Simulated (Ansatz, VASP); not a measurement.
**BN: VASP beside Ansatz**

```
CELL_PARAMETERS angstrom
0.00000 1.80284 1.80284
1.80284 0.00000 1.80284
1.80284 1.80284 0.00000
ATOMIC_POSITIONS crystal
B 0.00000 0.00000 0.00000
N 0.75000 0.75000 0.75000
```

Alike in both runs: functional PBEsol; k mesh 12 × 12 × 12; occupations gaussian, width 0.02 eV; no spin polarisation.

Ansatz relaxed the structure, and its values are those at the end. VASP's run is a single point on that final structure, the one shown.

```csv
,VASP,Ansatz
version,VASP 6.6.1,Ansatz 0.2.0
potentials or method,"VASP PAW PBE potentials, release 64 (B, N), cutoff 520 eV","scalar-relativistic, plane waves, PAW"
valence electrons in the cell,8,8
```

Ansatz gave:

* gap on the k mesh at the Fermi level (eV): 4.30
* least direct gap on the mesh (eV): 8.81
* pressure (GPa): 0.0

Which values does VASP return?

gap on the k mesh at the Fermi level (eV): 4.28; least direct gap on the mesh (eV): 8.80; pressure (GPa): 0.6.

VASP's potentials were made for PBE, not for PBEsol. With one functional, cell and mesh, what is left measures potentials, basis and numerics.
